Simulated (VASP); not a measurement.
# Cd (Pm-3m) in VASP: single point with PBE

Aim: the single point of Cd with PBE.

All numbers are computed with VASP 6.6.1; they aren't measurements. Logs are shortened: lines on timing, memory, paths and dates and some standing lists are left out, and cuts for length are marked.

## 1. The cell of the first run

The structure is cubic, space group Pm-3m (No. 221). The conventional cell has a = 2.208 Å, b = 2.208 Å, c = 2.208 Å, α = 90.00°, β = 90.00°, γ = 90.00°. Cd (site symmetry m-3m) has 6 Cd at 2.21 Å within 2.9 Å.

This isn't the form of Cd at room conditions, which is hcp.

## 2. Single point, PBE (10.76 Å³/atom)

The input, POSCAR:

```
Cd
1.0
    2.2077535084      0.0000000000      0.0000000000
    0.0000000000      2.2077535084      0.0000000000
    0.0000000000      0.0000000000      2.2077535084
Cd
1
Direct
    0.0000000000      0.0000000000      0.0000000000
```

The input, INCAR.step1:

```
ALGO     = Normal         # electronic algorithm
EDIFF    = 1E-7           # SCF threshold, eV
ENCUT    = 520            # plane-wave cutoff, eV
GGA      = PE             # functional
ISIF     = 2              # what is computed and relaxed
ISMEAR   = -1             # smearing method
LASPH    = True           # aspherical terms in the spheres
LCHARG   = True           # write CHGCAR
LREAL    = False          # projectors in reciprocal space
LWAVE    = False          # write WAVECAR
NBANDS   = 12             # bands
NELM     = 60             # most SCF steps
PREC     = Accurate       # precision mode
SIGMA    = 0.08           # smearing width, eV
```

The input, KPOINTS.step1:

```
k-points
0
Gamma
  14 14 14
```

The input, INCAR.step2:

```
ALGO     = Normal         # electronic algorithm
EDIFF    = 1E-7           # SCF threshold, eV
ENCUT    = 520            # plane-wave cutoff, eV
GGA      = PE             # functional
ICHARG   = 11             # starting density
ISIF     = 2              # what is computed and relaxed
ISMEAR   = -5             # smearing method
LASPH    = True           # aspherical terms in the spheres
LCHARG   = False          # write CHGCAR
LORBIT   = 11             # projections on sites
LREAL    = False          # projectors in reciprocal space
LWAVE    = False          # write WAVECAR
NEDOS    = 2001           # points of the DOS
NELM     = 60             # most SCF steps
PREC     = Accurate       # precision mode
SIGMA    = 0.08           # smearing width, eV
```

The input, KPOINTS.step2:

```
k-points
0
Gamma
  21 21 21
```

Potentials or basis: VASP PAW PBE potentials, release 64 (Cd).

On the command line:

```sh
$ cat potpaw_PBE.64/Cd/POTCAR > POTCAR
$ cp INCAR.step1 INCAR
$ cp KPOINTS.step1 KPOINTS
$ mpirun -np 1 vasp_std > vasp.out
$ cp INCAR.step2 INCAR
$ cp KPOINTS.step2 KPOINTS
$ mpirun -np 1 vasp_std > vasp.out
```

OUTCAR:

```text
EDIFF = 1E-7
   ENCUT = 520
   GGA = PE
   ICHARG = 11
   ISIF = 2
   ISMEAR = -5
   LASPH = True
   LORBIT = 11
   LREAL = False
   NELM = 60
   PREC = Accurate

 ion  position               nearest neighbor table
   1  0.000  0.000  0.000-

  LATTYP: Found a simple cubic cell.
 ALAT       =     2.2077535084

  Lattice vectors:

 A1 = (   2.2077535084,   0.0000000000,   0.0000000000)
 A2 = (   0.0000000000,   2.2077535084,   0.0000000000)
 A3 = (   0.0000000000,   0.0000000000,   2.2077535084)

Analysis of symmetry for initial positions (statically):
=====================================================================
 Subroutine PRICEL returns:
 Original cell was already a primitive cell.

 Routine SETGRP: Setting up the symmetry group for a
 simple cubic supercell.

 Subroutine GETGRP returns: Found 48 space group operations
 (whereof 48 operations were pure point group operations)
 out of a pool of 48 trial point group operations.

The static configuration has the point symmetry O_h .

Analysis of symmetry for dynamics (positions and initial velocities):
=====================================================================
 Subroutine PRICEL returns:
 Original cell was already a primitive cell.

 Routine SETGRP: Setting up the symmetry group for a
 simple cubic supercell.

 Subroutine GETGRP returns: Found 48 space group operations
 (whereof 48 operations were pure point group operations)
 out of a pool of 48 trial point group operations.

The dynamic configuration has the point symmetry O_h .

 Subroutine INISYM returns: Found 48 space group operations
 (whereof 48 operations are pure point group operations),
 and found     1 'primitive' translations

----------------------------------------------------------------------------------------

                                     Primitive cell

  volume of cell :      10.7610

  direct lattice vectors                    reciprocal lattice vectors
     2.207753508  0.000000000  0.000000000     0.452949116  0.000000000  0.000000000
     0.000000000  2.207753508  0.000000000     0.000000000  0.452949116  0.000000000
     0.000000000  0.000000000  2.207753508     0.000000000  0.000000000  0.452949116

  length of vectors
     2.207753508  2.207753508  2.207753508     0.452949116  0.452949116  0.452949116

  position of ions in fractional coordinates (direct lattice)
     0.000000000  0.000000000  0.000000000

  ion indices of the primitive-cell ions
   primitive index   ion index
                 1           1

----------------------------------------------------------------------------------------

 KPOINTS: k-points

Automatic generation of k-mesh.
 Grid dimensions read from file:
 generate k-points for:   21   21   21

 Generating k-lattice:

  Cartesian coordinates                     Fractional coordinates (reciprocal lattice)
     0.021569006  0.000000000  0.000000000     0.047619048  0.000000000  0.000000000
     0.000000000  0.021569006  0.000000000     0.000000000  0.047619048  0.000000000
     0.000000000  0.000000000  0.021569006     0.000000000  0.000000000  0.047619048

  Length of vectors
     0.021569006  0.021569006  0.021569006

  Shift w.r.t. Gamma in fractional coordinates (k-lattice)
     0.000000000  0.000000000  0.000000000

 TETIRR: Found   4601 inequivalent tetrahedra from    55566

 Subroutine IBZKPT returns following result:
 ===========================================

 Found    286 irreducible k-points:

 Following reciprocal coordinates:
            Coordinates               Weight
  0.000000  0.000000  0.000000      1.000000
  0.047619  0.000000  0.000000      6.000000
  0.095238  0.000000  0.000000      6.000000
  0.142857  0.000000  0.000000      6.000000
  0.190476  0.000000  0.000000      6.000000
  0.238095  0.000000  0.000000      6.000000
[... 16 lines left out ...]
  0.142857  0.095238  0.000000     24.000000
  0.190476  0.095238  0.000000     24.000000
 [... further k-points ...]
   k-points           NKPTS =    286   k-points in BZ     NKDIM =    286   number of bands    NBANDS=     10
   number of dos      NEDOS =   2001   number of ions     NIONS =      1
   total plane-waves  NPLWV =   4096
   dimension x,y,z NGX =    16 NGY =   16 NGZ =   16
   dimension x,y,z NGXF=    32 NGYF=   32 NGZF=   32
   ions per type =               1
   NGX,Y,Z   is equivalent  to a cutoff of  12.05, 12.05, 12.05 a.u.
   NGXF,Y,Z  is equivalent  to a cutoff of  24.10, 24.10, 24.10 a.u.
 SYSTEM =  unknown system
   PREC   = accura    normal or accurate (medium, high low for compatibility)
   ISTART =      0    job   : 0-new  1-cont  2-samecut
   ICHARG =     11    charge: 1-file 2-atom 10-const
   ISPIN  =      1    spin polarized calculation?
   LNONCOLLINEAR =      F non collinear calculations
   LSORBIT =      F    spin-orbit coupling
   LASPH  =      T    aspherical Exc in radial PAW
   ENCUT  =  520.0 eV  38.22 Ry    6.18 a.u.   4.10  4.10  4.10*2*pi/ulx,y,z
   NELM   =     60;   NELMIN=  2; NELMDL=  0     # of ELM steps
   EDIFF  = 0.1E-06   stopping-criterion for ELM
   LREAL  =      F    real-space projection
   EDIFFG = 0.1E-05   stopping-criterion for IOM
   NSW    =      0    number of steps for IOM
   IBRION =     -1    ionic relax: 0-MD 1-quasi-New 2-CG
   NFREE  =      0    steps in history (QN), initial steepest desc. (CG)
   ISIF   =      2    stress and relaxation
   ISYM   =      2    0-nonsym 1-usesym 2-fastsym
   POTIM  = 0.5000    time-step for ionic-motion
   TEBEG  =    0.0;   TEEND  =   0.0 temperature during run
   PSTRESS=    0.0 pullay stress
   NELECT =      12.0000    total number of electrons
   NUPDOWN=      -1.0000    fix difference up-down
   EMIN   =  10.00;   EMAX   =-10.00  energy-range for DOS
   EFERMI =   0.00;   METHOD = LEGACY
   ISMEAR =    -5;   SIGMA  =   0.08  broadening in eV -4-tet -1-fermi 0-gaus
   EFERMI_NEDOS =   21; number of points for ismear=-14 and -15
   IALGO  =     38    algorithm
   IMIX   =      4    mixing-type and parameters
     AMIX     =   0.40;   BMIX     =  1.00
     AMIX_MAG =   1.60;   BMIX_MAG =  1.00
  volume/ion in A,a.u.               =      10.76        72.62
  Fermi-wavevector in a.u.,A,eV,Ry     =   1.697662  3.208117 39.212774  2.882058
  Thomas-Fermi vector in A             =   2.778303
   LORBIT       =     11    0 simple, 1 ext, 2 COOP (PROOUT), +10 PAW based schemes
   GGA     = PE    functional components
   LHFCALC =     F    Hartree Fock is set to
   AEXX    =    0.0000 exact exchange contribution
   IVDW    =     0    specifies the selected vdW correction
   LEPSILON=     F    determine dielectric tensor
   LRPA    =     F    only Hartree local field effects (RPA)
 non-spin polarized calculation
 Fermi weights with tetrahedron method with Bloechl corrections
  energy-cutoff  :      520.00
  volume of cell :       10.76
 maximum number of plane-waves:       300

 number of electron      11.9999995 magnetization

 Free energy of the ion-electron system (eV)
  ---------------------------------------------------
  ext. energy  EPLUGINS =         0.00000000
  ---------------------------------------------------
  free energy    TOTEN  =         6.42192869 eV

  energy without entropy =        6.42192869  energy(sigma->0) =        6.42192869

 E-fermi :  11.5137     XC(G=0): -15.1916

 val. band max:       11.6145736544   @ k =   0.4762   0.3333   0.2381
 cond. band min:      11.4897277615   @ k =   0.4286   0.1429   0.0000
 fundamental gap:     -0.1248458929
 Fermi energy:        11.5137307340

 k-point     1 :       0.0000    0.0000    0.0000
  band No.  band energies     occupation
      1      -5.9074      2.00000
      2      -5.9074      2.00000
      3      -5.1644      2.00000
      4       1.1682      2.00000
      5       1.1682      2.00000
      6       1.1682      2.00000
      7      26.6999      0.00000
      8      26.6999      0.00000
      9      26.6999      0.00000
     10      34.0120      0.00000

 k-point     2 :       0.0476    0.0000    0.0000
  band No.  band energies     occupation
      1      -5.8925      2.00000
      2      -5.8300      2.00000
      3      -5.0739      2.00000
      4       1.1062      2.00000
      5       1.1062      2.00000
      6       1.1733      2.00000
      7      25.9066      0.00000
      8      26.8371      0.00000
      9      26.8371      0.00000
     10      33.8641      0.00000

 k-point     3 :       0.0952    0.0000    0.0000
  band No.  band energies     occupation
      1      -5.8489      2.00000
      2      -5.6359      2.00000
      3      -4.7708      2.00000
      4       0.9280      2.00000
      5       0.9280      2.00000
      6       1.1880      2.00000
      7      24.1431      0.00000
      8      27.2404      0.00000
      9      27.2404      0.00000
     10      33.4399      0.00000

 k-point     4 :       0.1429    0.0000    0.0000
  band No.  band energies     occupation
      1      -5.7800      2.00000
      2      -5.3953      2.00000
      3      -4.2050      2.00000
      4       0.6559      2.00000
      5       0.6559      2.00000
      6       1.2112      2.00000
      7      22.0834      0.00000
      8      27.8864      0.00000
      9      27.8864      0.00000
     10      32.8049      0.00000
[... 222 lines left out ...]
 k-point    22 :       0.0952    0.0952    0.0000
  band No.  band energies     occupation
      1      -5.6930      2.00000
      2      -5.3964      2.00000
      3      -4.4584      2.00000
      4       0.6957      2.00000
      5       0.9171      2.00000
      6       0.9831      2.00000
      7      24.5280      0.00000
      8      24.6205      0.00000
      9      27.7768      0.00000
     10      33.6264      0.00000

 k-point    23 :       0.1429    0.0952    0.0000
  band No.  band energies     occupation
      1      -5.5980      2.00000
      2      -5.1169      2.00000
      3      -3.9843      2.00000
      4       0.4424      2.00000
      5       0.6738      2.00000
      6       0.9826      2.00000
      7      22.4812      0.00000
      8      25.0811      0.00000
      9      28.4179      0.00000
     10      33.2613      0.00000

 k-point    24 :       0.1905    0.0952    0.0000
  band No.  band energies     occupation
      1      -5.4951      2.00000
      2      -4.8285      2.00000
      3      -3.2643      2.00000
      4       0.1597      2.00000
      5       0.3445      2.00000
      6       1.0130      2.00000
      7      20.3636      0.00000
      8      25.7214      0.00000
      9      29.2672      0.00000
     10      32.7324      0.00000

 [... further k-points ...]

------------------------ aborting loop because EDIFF is reached ----------------------------------------

  FORCE on cell =-STRESS in cart. coord.  units (eV):
  Direction    XX          YY          ZZ          XY          YZ          ZX
  --------------------------------------------------------------------------------------
  -------------------------------------------------------------------------------------
  Total       24.3190083     24.3190083     24.3190083      0.0000000      0.0000000     -0.0000000
  in kB     3620.8012986   3620.8012986   3620.8012986      0.0000000      0.0000000     -0.0000000
  external PRESSURE =    3620.8012986 kB  Pullay stress =       0.0000000 kB

 VOLUME and BASIS-vectors are now :
 -----------------------------------------------------------------------------
  energy-cutoff  :      520.00
  volume of cell :       10.76
      direct lattice vectors                 reciprocal lattice vectors
     2.207753508  0.000000000  0.000000000     0.452949116  0.000000000  0.000000000
     0.000000000  2.207753508  0.000000000     0.000000000  0.452949116  0.000000000
     0.000000000  0.000000000  2.207753508     0.000000000  0.000000000  0.452949116

 POSITION                                       TOTAL-FORCE (eV/Angst)
 -----------------------------------------------------------------------------------
      0.00000      0.00000      0.00000         0.000000      0.000000      0.000000
 -----------------------------------------------------------------------------------
    total drift:                                0.000000      0.000000     -0.000000

  FREE ENERGIE OF THE ION-ELECTRON SYSTEM (eV)
  ---------------------------------------------------
  free  energy   TOTEN  =         6.4219286866 eV

  energy  without entropy=        6.4219286866  energy(sigma->0) =        6.42192869

 total charge

# of ion       s       p       d       tot
------------------------------------------
    1        0.837   1.038   9.749  11.624
```

Wall time 17 s (1 thread of AMD EPYC 7R13 (Zen 3), shared host); peak memory 0.11 GiB.

Results:

- Valence electrons inside the program's atomic spheres: Cd 11.62

Levels at points of the mesh, in eV from the Fermi level:
| k point | band 3 | band 4 | band 5 | band 6 | band 7 | band 8 | band 9 | band 10 |
| --- | --- | --- | --- | --- | --- | --- | --- | --- |
| (0.00, 0.00, 0.00) | -16.68 | -10.35 | -10.35 | -10.35 | 15.19 | 15.19 | 15.19 | 22.50 |

Caveat: tetrahedron occupations give inexact forces and stress in metals.
